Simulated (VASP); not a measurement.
Write the native input for VASP 6.6.1 that does the following.

| Quantity | Value |
| --- | --- |
| Task | single point |
| Functional | PBEsol |
| Dispersion | D4 |
| Potentials or basis | VASP PAW PBE potentials, release 64 (Al) |
| Cutoff | 520 eV |
| k mesh | 8 × 8 × 8 |
| Occupations | fermi-dirac, width 0.1 eV |
| Spin | non-collinear spin, typed start, spin-orbit coupling |
| Starting moments | [[-0.255, -0.135, 0.456]] μB |
| Dipole correction | no |
| Further INCAR settings | ALGO = Normal; EDIFF = 1e-07; NBANDS = 14 |

The structure of Al lies in POSCAR:

```
Al
1.0
    0.0000000000      2.0248050000      2.0248050000
    2.0248050000      0.0000000000      2.0248050000
    2.0248050000      2.0248050000      0.0000000000
Al
1
Direct
    0.0000000000      0.0000000000      0.0000000000
```

The input as run:

INCAR

```
SYSTEM = Al
ALGO = Normal
EDIFF = 1E-7
ENCUT = 520
GGA = PS
GGA_COMPAT = .False.
ISIF = 2
ISMEAR = -1
IVDW = 13
LASPH = .True.
LCHARG = .False.
LORBIT = 11
LORBMOM = .True.
LREAL = .False.
LSORBIT = .True.
LWAVE = .False.
MAGMOM = -0.255 -0.135 0.456
NBANDS = 14
NELM = 150
PREC = Accurate
SIGMA = 0.1
```

KPOINTS

```
k-points
0
Gamma
  8 8 8
  0 0 0
```

Potentials or basis: VASP PAW PBE potentials, release 64 (Al).

Command:

```sh
$ cat potpaw_PBE.64/Al/POTCAR > POTCAR
$ mpirun -np 1 vasp_ncl > vasp.out
```

Results of the run:

The pressure is -3.7 GPa. The net moment is 0.00 μB per cell. The valence electrons inside the program's atomic spheres are Al 0.77 and the dispersion energy per atom is -0.199 eV.

Caveat: the cell stands under tension; the PAW data sets were made with another functional, which shifts forces and pressure a little.

Run time: 2.6 min on 1 thread of Intel Xeon 8259CL (shared host), peak memory 0.24 GiB.
